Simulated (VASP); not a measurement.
# Al3Ru2 (P4mm) in VASP: single point with PBEsol

Aim: the single point of Al3Ru2 with PBEsol.

Everything below comes from runs of VASP 6.6.1. Logs are shortened: lines on timing, memory, paths and dates and some standing lists are left out, and cuts for length are marked.

## (1) The cell of the first run

It takes space group P4mm (No. 99, tetragonal). The conventional cell has a = 3.073 Å, b = 3.073 Å, c = 13.952 Å, α = 90.00°, β = 90.00°, γ = 90.00°. Within 3.5 Å of Al (site symmetry 4mm) lie 8 Ru at 2.64 Å and 6 Al at 2.76 to 3.07 Å. Within 3.2 Å of Al (site symmetry 4mm) lie 6 Al at 2.46 to 3.07 Å and 8 Ru at 2.64 Å. Within 3.3 Å of Al (site symmetry 4mm) lie 5 Ru at 2.51 to 2.56 Å and 9 Al at 2.70 to 3.07 Å. Within 3.3 Å of Al (site symmetry 4mm) lie 5 Ru at 2.51 to 2.86 Å and 9 Al at 2.70 to 3.07 Å. Al (site symmetry 4mm) has 5 Ru at 2.51 to 2.86 Å and 9 Al at 2.70 to 3.07 Å within 3.3 Å. Al (site symmetry 4mm) has 5 Ru at 2.37 to 2.86 Å and 9 Al at 2.46 to 3.07 Å within 3.1 Å. Ru (site symmetry 4mm) has 9 Al at 2.51 to 2.86 Å and 5 Ru at 3.01 to 3.07 Å within 3.3 Å. Within 3.1 Å of Ru (site symmetry 4mm) lie 9 Al at 2.37 to 2.64 Å and 5 Ru at 3.01 to 3.07 Å.

## (2) Single point, PBEsol (the distance across one plane changed)

Input file INCAR:

```
ALGO = Fast
EDIFF = 1E-6
ENCUT = 520
GGA = PS
ISIF = 2
ISMEAR = 0
LASPH = T
LCHARG = F
LREAL = F
LWAVE = F
NBANDS = 48
NELM = 80
PREC = Accurate
SIGMA = 0.15
```

Input file KPOINTS:

```
k-points
0
Gamma
  15 15 4
```

Input file POSCAR:

```
Al3Ru2
1.0
   -3.0733627987      0.0000000000      0.0000000000
    0.0000000000     -3.0733627987      0.0000000000
    0.0000000000      0.0000000000     13.9516646833
Al Ru
6 4
Direct
    0.5000000000      0.5000000000      0.3578324345
    1.0000000000      1.0000000000      0.8685838397
    0.5000000000      0.5000000000      0.1599231922
    1.0000000000      1.0000000000      0.6706745974
    0.5000000000      0.5000000000      0.5557416768
    1.0000000000      1.0000000000      0.0449902716
    0.0000000000      0.0000000000      0.4657628004
    0.5000000000      0.5000000000      0.9765142056
    0.0000000000      0.0000000000      0.2499020686
    0.5000000000      0.5000000000      0.7606534737
```

Potentials or basis: VASP PAW PBE potentials, release 64 (Al, Ru_pv).

Launch:

```
cat potpaw_PBE.64/Al/POTCAR potpaw_PBE.64/Ru_pv/POTCAR > POTCAR
mpirun -np 1 vasp_std > vasp.out
```

OUTCAR:

```text
EDIFF = 1E-6
   ENCUT = 520
   GGA = PS
   ISIF = 2
   ISMEAR = 0
   LASPH = T
   LREAL = F
   NELM = 80
   PREC = Accurate

 ion  position               nearest neighbor table
   1  0.500  0.500  0.358-   9 2.64   9 2.64   9 2.64   9 2.64   7 2.64   7 2.64   7 2.64   7 2.64
                             3 2.76   5 2.76
   2  0.000  0.000  0.869-   6 2.46   8 2.64   8 2.64   8 2.64   8 2.64  10 2.64  10 2.64  10 2.64
                            10 2.64   4 2.76
   3  0.500  0.500  0.160-   9 2.51   9 2.51   9 2.51   9 2.51   8 2.56   6 2.70   6 2.70   6 2.70
                             6 2.70   1 2.76
   4  0.000  0.000  0.671-  10 2.51  10 2.51  10 2.51  10 2.51   5 2.70   5 2.70   5 2.70   5 2.70
                             2 2.76   7 2.86
   5  0.500  0.500  0.556-   7 2.51   7 2.51   7 2.51   7 2.51   4 2.70   4 2.70   4 2.70   4 2.70
                             1 2.76  10 2.86
   6  0.000  0.000  0.045-   8 2.37   8 2.37   8 2.37   8 2.37   2 2.46   3 2.70   3 2.70   3 2.70
                             3 2.70   9 2.86
   7  0.000  0.000  0.466-   5 2.51   5 2.51   5 2.51   5 2.51   1 2.64   1 2.64   1 2.64   1 2.64
                             4 2.86   9 3.01
   8  0.500  0.500  0.977-   6 2.37   6 2.37   6 2.37   6 2.37   3 2.56   2 2.64   2 2.64   2 2.64
                             2 2.64  10 3.01
   9  0.000  0.000  0.250-   3 2.51   3 2.51   3 2.51   3 2.51   1 2.64   1 2.64   1 2.64   1 2.64
                             6 2.86   7 3.01
  10  0.500  0.500  0.761-   4 2.51   4 2.51   4 2.51   4 2.51   2 2.64   2 2.64   2 2.64   2 2.64
                             5 2.86   8 3.01

  LATTYP: Found a simple tetragonal cell.
 ALAT       =     3.0733627987
 C/A-ratio  =     4.5395436846

  Lattice vectors:

 A1 = (  -3.0733627987,   0.0000000000,   0.0000000000)
 A2 = (   0.0000000000,  -3.0733627987,   0.0000000000)
 A3 = (   0.0000000000,   0.0000000000,  13.9516646833)

Analysis of symmetry for initial positions (statically):
=====================================================================
 Subroutine PRICEL returns:
 Original cell was already a primitive cell.

 Routine SETGRP: Setting up the symmetry group for a
 simple tetragonal supercell.

 Subroutine GETGRP returns: Found  8 space group operations
 (whereof  8 operations were pure point group operations)
 out of a pool of 16 trial point group operations.

The static configuration has the point symmetry C_4v.

Analysis of symmetry for dynamics (positions and initial velocities):
=====================================================================
 Subroutine PRICEL returns:
 Original cell was already a primitive cell.

 Routine SETGRP: Setting up the symmetry group for a
 simple tetragonal supercell.

 Subroutine GETGRP returns: Found  8 space group operations
 (whereof  8 operations were pure point group operations)
 out of a pool of 16 trial point group operations.

The dynamic configuration has the point symmetry C_4v.

 Subroutine INISYM returns: Found  8 space group operations
 (whereof  8 operations are pure point group operations),
 and found     1 'primitive' translations

----------------------------------------------------------------------------------------

                                     Primitive cell

  volume of cell :     131.7813

  direct lattice vectors                    reciprocal lattice vectors
    -3.073362799  0.000000000  0.000000000    -0.325376490  0.000000000  0.000000000
     0.000000000 -3.073362799  0.000000000     0.000000000 -0.325376490  0.000000000
     0.000000000  0.000000000 13.951664683     0.000000000  0.000000000  0.071676035

  length of vectors
     3.073362799  3.073362799 13.951664683     0.325376490  0.325376490  0.071676035

  position of ions in fractional coordinates (direct lattice)
     0.500000000  0.500000000  0.357832434
     0.000000000  0.000000000  0.868583840
     0.500000000  0.500000000  0.159923192
     0.000000000  0.000000000  0.670674597
     0.500000000  0.500000000  0.555741677
     0.000000000  0.000000000  0.044990272
     0.000000000  0.000000000  0.465762800
     0.500000000  0.500000000  0.976514206
     0.000000000  0.000000000  0.249902069
     0.500000000  0.500000000  0.760653474

  ion indices of the primitive-cell ions
   primitive index   ion index
                 1           1
                 2           2
                 3           3
                 4           4
                 5           5
                 6           6
                 7           7
                 8           8
                 9           9
                10          10

----------------------------------------------------------------------------------------

 KPOINTS: k-points

Automatic generation of k-mesh.
 Grid dimensions read from file:
 generate k-points for:   15   15    4

 Generating k-lattice:

  Cartesian coordinates                     Fractional coordinates (reciprocal lattice)
    -0.021691766  0.000000000  0.000000000     0.066666667  0.000000000  0.000000000
     0.000000000 -0.021691766  0.000000000     0.000000000  0.066666667  0.000000000
     0.000000000  0.000000000  0.017919009     0.000000000  0.000000000  0.250000000

  Length of vectors
     0.021691766  0.021691766  0.017919009

  Shift w.r.t. Gamma in fractional coordinates (k-lattice)
     0.000000000  0.000000000  0.000000000

 Subroutine IBZKPT returns following result:
 ===========================================

 Found    108 irreducible k-points:

 Following reciprocal coordinates:
            Coordinates               Weight
  0.000000  0.000000  0.000000      1.000000
  0.066667  0.000000  0.000000      4.000000
  0.133333  0.000000  0.000000      4.000000
  0.200000  0.000000  0.000000      4.000000
  0.266667  0.000000  0.000000      4.000000
  0.333333  0.000000  0.000000      4.000000
[... 16 lines left out ...]
  0.266667  0.200000  0.000000      8.000000
  0.333333  0.200000  0.000000      8.000000
 [... further k-points ...]
   k-points           NKPTS =    108   k-points in BZ     NKDIM =    108   number of bands    NBANDS=     48
   number of dos      NEDOS =    301   number of ions     NIONS =     10
   total plane-waves  NPLWV =  62208
   dimension x,y,z NGX =    24 NGY =   24 NGZ =  108
   dimension x,y,z NGXF=    48 NGYF=   48 NGZF=  216
   ions per type =               6   4
   NGX,Y,Z   is equivalent  to a cutoff of  12.98, 12.98, 12.87 a.u.
   NGXF,Y,Z  is equivalent  to a cutoff of  25.96, 25.96, 25.74 a.u.
 SYSTEM =  unknown system
   PREC   = accura    normal or accurate (medium, high low for compatibility)
   ISTART =      0    job   : 0-new  1-cont  2-samecut
   ICHARG =      2    charge: 1-file 2-atom 10-const
   ISPIN  =      1    spin polarized calculation?
   LNONCOLLINEAR =      F non collinear calculations
   LSORBIT =      F    spin-orbit coupling
   LASPH  =      T    aspherical Exc in radial PAW
   ENCUT  =  520.0 eV  38.22 Ry    6.18 a.u.   5.71  5.71 25.94*2*pi/ulx,y,z
   NELM   =     80;   NELMIN=  2; NELMDL= -5     # of ELM steps
   EDIFF  = 0.1E-05   stopping-criterion for ELM
   LREAL  =      F    real-space projection
   EDIFFG = 0.1E-04   stopping-criterion for IOM
   NSW    =      0    number of steps for IOM
   IBRION =     -1    ionic relax: 0-MD 1-quasi-New 2-CG
   NFREE  =      0    steps in history (QN), initial steepest desc. (CG)
   ISIF   =      2    stress and relaxation
   ISYM   =      2    0-nonsym 1-usesym 2-fastsym
   POTIM  = 0.5000    time-step for ionic-motion
   TEBEG  =    0.0;   TEEND  =   0.0 temperature during run
   PSTRESS=    0.0 pullay stress
   NELECT =      74.0000    total number of electrons
   NUPDOWN=      -1.0000    fix difference up-down
   EMIN   =  10.00;   EMAX   =-10.00  energy-range for DOS
   EFERMI =   0.00;   METHOD = LEGACY
   ISMEAR =     0;   SIGMA  =   0.15  broadening in eV -4-tet -1-fermi 0-gaus
   EFERMI_NEDOS =   21; number of points for ismear=-14 and -15
   IALGO  =     68    algorithm
   IMIX   =      4    mixing-type and parameters
     AMIX     =   0.40;   BMIX     =  1.00
     AMIX_MAG =   1.60;   BMIX_MAG =  1.00
  volume/ion in A,a.u.               =      13.18        88.93
  Fermi-wavevector in a.u.,A,eV,Ry     =   1.350623  2.552308 24.819513  1.824183
  Thomas-Fermi vector in A             =   2.478112
   LORBIT       =      0    0 simple, 1 ext, 2 COOP (PROOUT), +10 PAW based schemes
   GGA     = PS    functional components
   LHFCALC =     F    Hartree Fock is set to
   AEXX    =    0.0000 exact exchange contribution
   IVDW    =     0    specifies the selected vdW correction
   LEPSILON=     F    determine dielectric tensor
   LRPA    =     F    only Hartree local field effects (RPA)
 non-spin polarized calculation
 RMM-DIIS sequential band-by-band and
 Gauss-broadening in eV      SIGMA  =   0.15
  energy-cutoff  :      520.00
  volume of cell :      131.78
 maximum number of plane-waves:      3580
 NGX is ok and might be reduce to    24
   NGX = 11   NGY = 11   NGZ = 51

 number of electron      74.0000022 magnetization

 Free energy of the ion-electron system (eV)
  ---------------------------------------------------
  ext. energy  EPLUGINS =         0.00000000
  ---------------------------------------------------
  free energy    TOTEN  =       -71.36659064 eV

  energy without entropy =      -71.33926455  energy(sigma->0) =      -71.35292759

 E-fermi :  10.7958     XC(G=0): -12.4137

 val. band max:       10.7957420439   @ k =   0.3333   0.3333   0.0000
 cond. band min:      10.8104980435   @ k =   0.2667   0.2000   0.5000
 fundamental gap:      0.0147559996
 Fermi energy:        10.7957835953

 k-point     1 :       0.0000    0.0000    0.0000
  band No.  band energies     occupation
      1     -31.5103      2.00000
      2     -31.5103      2.00000
      3     -31.3526      2.00000
      4     -31.0952      2.00000
      5     -31.0934      2.00000
      6     -31.0798      2.00000
[... 40 lines left out ...]
     47      16.7201      0.00000
     48      16.7205      0.00000

 k-point     2 :       0.0667    0.0000    0.0000
  band No.  band energies     occupation
      1     -31.5177      2.00000
      2     -31.5097      2.00000
      3     -31.3518      2.00000
      4     -31.0945      2.00000
      5     -31.0927      2.00000
      6     -31.0867      2.00000
[... 40 lines left out ...]
     47      16.6778      0.00000
     48      16.8817      0.00000

 k-point     3 :       0.1333    0.0000    0.0000
  band No.  band energies     occupation
      1     -31.5386      2.00000
      2     -31.5080      2.00000
      3     -31.3495      2.00000
      4     -31.1064      2.00000
      5     -31.0924      2.00000
      6     -31.0906      2.00000
[... 40 lines left out ...]
     47      16.5745      0.00000
     48      17.3513      0.00000

 k-point     4 :       0.2000    0.0000    0.0000
  band No.  band energies     occupation
      1     -31.5693      2.00000
      2     -31.5054      2.00000
      3     -31.3461      2.00000
      4     -31.1352      2.00000
      5     -31.1171      2.00000
      6     -31.0894      2.00000
[... 958 lines left out ...]
     47      16.4364      0.00000
     48      16.7198      0.00000

 k-point    23 :       0.2667    0.2000    0.0000
  band No.  band energies     occupation
      1     -31.5982      2.00000
      2     -31.5600      2.00000
      3     -31.3363      2.00000
      4     -31.1623      2.00000
      5     -31.1443      2.00000
      6     -31.1264      2.00000
[... 40 lines left out ...]
     47      16.3894      0.00000
     48      16.6812      0.00000

 k-point    24 :       0.3333    0.2000    0.0000
  band No.  band energies     occupation
      1     -31.6309      2.00000
      2     -31.5567      2.00000
      3     -31.3328      2.00000
      4     -31.1933      2.00000
      5     -31.1753      2.00000
      6     -31.1233      2.00000
[... 40 lines left out ...]
     47      16.2710      0.00000
     48      16.6917      0.00000

 [... further k-points ...]

------------------------ aborting loop because EDIFF is reached ----------------------------------------

  FORCE on cell =-STRESS in cart. coord.  units (eV):
  Direction    XX          YY          ZZ          XY          YZ          ZX
  --------------------------------------------------------------------------------------
  -------------------------------------------------------------------------------------
  Total        3.4626562      3.4626562      9.0384505      0.0000000      0.0000000      0.0000000
  in kB       42.0984658     42.0984658    109.8881539      0.0000000      0.0000000      0.0000000
  external PRESSURE =      64.6950285 kB  Pullay stress =       0.0000000 kB

 VOLUME and BASIS-vectors are now :
 -----------------------------------------------------------------------------
  energy-cutoff  :      520.00
  volume of cell :      131.78
      direct lattice vectors                 reciprocal lattice vectors
    -3.073362799  0.000000000  0.000000000    -0.325376490  0.000000000  0.000000000
     0.000000000 -3.073362799  0.000000000     0.000000000 -0.325376490  0.000000000
     0.000000000  0.000000000 13.951664683     0.000000000  0.000000000  0.071676035

 POSITION                                       TOTAL-FORCE (eV/Angst)
 -----------------------------------------------------------------------------------
     -1.53668     -1.53668      4.99236        -0.000000      0.000000     -0.111985
      0.00000      0.00000     12.11819        -0.000000      0.000000     -1.720628
     -1.53668     -1.53668      2.23119        -0.000000      0.000000      0.439900
      0.00000      0.00000      9.35703        -0.000000      0.000000     -0.011950
     -1.53668     -1.53668      7.75352        -0.000000      0.000000     -0.015174
      0.00000      0.00000      0.62769        -0.000000      0.000000      3.572568
      0.00000      0.00000      6.49817         0.000000      0.000000      0.132062
     -1.53668     -1.53668     13.62400        -0.000000     -0.000000     -2.789305
      0.00000      0.00000      3.48655         0.000000      0.000000      0.503345
     -1.53668     -1.53668     10.61238        -0.000000      0.000000      0.001166
 -----------------------------------------------------------------------------------
    total drift:                               -0.000000      0.000000      0.000668

  FREE ENERGIE OF THE ION-ELECTRON SYSTEM (eV)
  ---------------------------------------------------
  free  energy   TOTEN  =       -71.3665906426 eV

  energy  without entropy=      -71.3392645456  energy(sigma->0) =      -71.35292759
```

Wall time 5.9 min (1 thread of Intel Xeon 6975P-C (Granite Rapids), shared host); peak memory 0.59 GiB.

What came out:

| Quantity | Value |
| --- | --- |
| Free energy | -71.3666 eV |
| Pressure | 6.5 GPa |
| Largest force | 3.573 eV/Å |
| Band gap on the k mesh | zero (bands 37 and 38 overlap by 1.43 eV) |

Forces in eV/Å, atoms in the order of the input:
```
Al   0.000  0.000 -0.112
Al   0.000  0.000 -1.721
Al   0.000  0.000  0.440
Al   0.000  0.000 -0.012
Al   0.000  0.000 -0.015
Al   0.000  0.000  3.573
Ru   0.000  0.000  0.132
Ru   0.000  0.000 -2.789
Ru   0.000  0.000  0.503
Ru   0.000  0.000  0.001
```

Caveat: the cell differs from its parent crystal (the distance across one plane changed); the cell stands under pressure; the PAW data sets were made with another functional, which shifts forces and pressure a little.
